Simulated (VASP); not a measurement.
Write the native input for VASP 6.6.1 that does the following.

```yaml
Task: single point
Functional: PBEsol
Potentials_or_basis: VASP PAW PBE potentials, release 64 (W_sv, B)
Cutoff: 520 eV
k_mesh: 9 × 9 × 1
Occupations: gaussian, width 0.1 eV
Spin: no spin polarisation
Dipole_correction: yes
Further_INCAR_settings: ALGO = Normal; EDIFF = 1e-06; NBANDS = 46
```

The structure of BW5 lies in POSCAR:

```
BW5
1.0
    3.1543602768      0.0000000000      0.0000000000
    0.0000000000      3.1543602768      0.0000000000
    0.0000000000      0.0000000000     25.3087205537
W B
5 1
Direct
    0.5000000000      0.5000000000      0.3358526158
    0.0000000000      0.0000000000      0.3981702717
    0.5000000000      0.5000000000      0.4594422724
    0.0000000000      0.0000000000      0.5226936219
    0.5000000000      0.5000000000      0.5841855461
    0.0000000000      0.5000000000      0.6391108124
```

These files were run (other wordings do the same):

INCAR

```
ALGO = Normal
DIPOL = 0.5 0.5 0.490
EDIFF = 1E-6
ENCUT = 520
GGA = PS
IDIPOL = 3
ISIF = 2
ISMEAR = 0
LASPH = True
LCHARG = False
LDIPOL = True
LREAL = False
LWAVE = False
NBANDS = 46
NELM = 100
PREC = Accurate
SIGMA = 0.1
```

KPOINTS

```
k-points
0
Gamma
  9 9 1
```

Potentials or basis: VASP PAW PBE potentials, release 64 (W_sv, B).

Run with:

```console
$ cat potpaw_PBE.64/W_sv/POTCAR potpaw_PBE.64/B/POTCAR > POTCAR
$ mpirun -np 1 vasp_std > vasp.out
```

Results of the run:

```yaml
Largest_force: 1.580 eV/Å
Band_gap_on_the_k_mesh: zero (an odd number of electrons rules out a gap without spin polarisation)
```

Caveat: the PAW data sets were made with another functional, which shifts forces and pressure a little; spin-orbit coupling is left out, which moves the levels of the heavy elements.

Run time: 5.6 min on 1 thread of Intel(R) Xeon(R) 6975P-C (Granite Rapids), with other jobs on the host, peak memory 0.45 GiB.
